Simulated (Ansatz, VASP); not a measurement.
# One calculation of SnO, two programs

```xyz
4
Lattice="3.2925 0.0000 0.0000 0.0000 5.7393 0.0000 0.0000 0.0000 3.9880" Properties=species:S:1:pos:R:3 pbc="T T T"
Sn    0.0000    1.3231    2.0679
Sn    1.6463    4.4161    0.0739
O     0.0000    5.1223    2.9171
O     1.6463    0.6170    0.9231
```

Change from the starting cell: hydrostatic strain -0.3%.

Alike in both runs: task single point; functional r2SCAN; k mesh 8 × 4 × 6; no spin polarisation.

```csv
,VASP,Ansatz
version,VASP 6.6.1,Ansatz 0.2.0
potentials or method,"VASP PAW PBE potentials, release 64 (Sn_d, O)","plane waves, PAW"
plane-wave cutoff (eV),520,500
occupations,"gaussian, width 0.01 eV",fixed
valence electrons in the cell,40,40
```

Ansatz gave:

```
gap on the k mesh at the Fermi level (eV)                     : 1.71
pressure (GPa)                                                : 1.3
traceless stress, the component that is largest in VASP (GPa) : 0.17
rms of the force components (eV/Å)                            : 0.008
```

Question: Which values does VASP return?

Answer: gap on the k mesh at the Fermi level (eV): 1.70; pressure (GPa): 1.8; traceless stress, the component that is largest in VASP (GPa): 0.25; rms of the force components (eV/Å): 0.053.

VASP's potentials were made for PBE, not for r2SCAN. Atom by atom the forces differ by 0.061 eV/Å (rms over components).
